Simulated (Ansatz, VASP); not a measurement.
## IrPt2 in VASP and in Ansatz

INCAR

```
SYSTEM = IrPt2
PREC = Accurate
ENCUT = 500
EDIFF = 1E-6
ISMEAR = 0
SIGMA = 0.1
LREAL = .FALSE.
LASPH = .TRUE.
NELM = 120
ALGO = Normal
ISIF = 2
LWAVE = .FALSE.
LCHARG = .FALSE.
GGA = PE
NBANDS = 22
GGA_COMPAT = .FALSE.
```

File KPOINTS:

```
Automatic mesh
0
G
  6 6 4
  0 0 0
```

Contents of POSCAR:

```
IrPt2
1.0
    2.7860985932      0.0000000000      0.0000000000
   -1.3930492966      2.4128321592      0.0000000000
    0.0000000000      0.0000000000      6.8015048904
Ir Pt
1 2
Direct
    0.0000000000      0.0000000000      0.0000000000
    0.3333333333      0.6666666667      0.3286635273
    0.6666666667      0.3333333333      0.6713364727
```

Input for Ansatz:

```yaml
crystal:
  lattice:
    - [2.7860985932, 0.0, 0.0]
    - [-1.3930492966, 2.4128321592, 0.0]
    - [0.0, 0.0, 6.8015048904]
  atoms:
    - { symbol: Ir, position: [0.0, 0.0, 0.0] }
    - { symbol: Pt, position: [0.3333333333, 0.6666666667, 0.3286635273] }
    - { symbol: Pt, position: [0.6666666667, 0.3333333333, 0.6713364727] }
basis:
  ecutwfc: 420
kpoints:
  mp_grid: { grid: [6, 6, 4] }
hamiltonian:
  xc: pbe
scf:
  occupations: { method: gaussian, width: 0.1 }
  lower_state_search: "off"
output:
  forces: true
  stress: true
  eigenvalues: true
```

Alike in both runs: task single point; functional PBE; k mesh 6 × 6 × 4; occupations gaussian, width 0.1 eV; no spin polarisation.

```csv
,VASP,Ansatz
version,VASP 6.6.1,Ansatz 0.2.0
potentials or method,"VASP PAW PBE potentials, release 64 (Ir, Pt), cutoff 500 eV","scalar-relativistic, plane waves, PAW"
valence electrons in the cell,29,53
```

```csv
,VASP,Ansatz,Ansatz less VASP
gap on the k mesh at the Fermi level (eV),none,none,-
pressure (GPa),-0.5,-0.3,+0.26
"traceless stress, the component that is largest in VASP (GPa)",-0.74,-0.81,-0.069
rms of the force components (eV/Å),0.033,0.021,-0.0120
```

Atom by atom the forces differ by 0.012 eV/Å (rms over components). A gap of «none» marks a metal or a gap that the smearing closes. With one functional, cell and mesh, what is left measures potentials, basis and numerics. VASP's potentials hold 29 valence electrons a cell and Ansatz's 53, so a difference there can come from the potentials and not from the codes.

The k mesh is coarse, so the values compare programs but aren't converged. Spin-orbit coupling is off throughout.
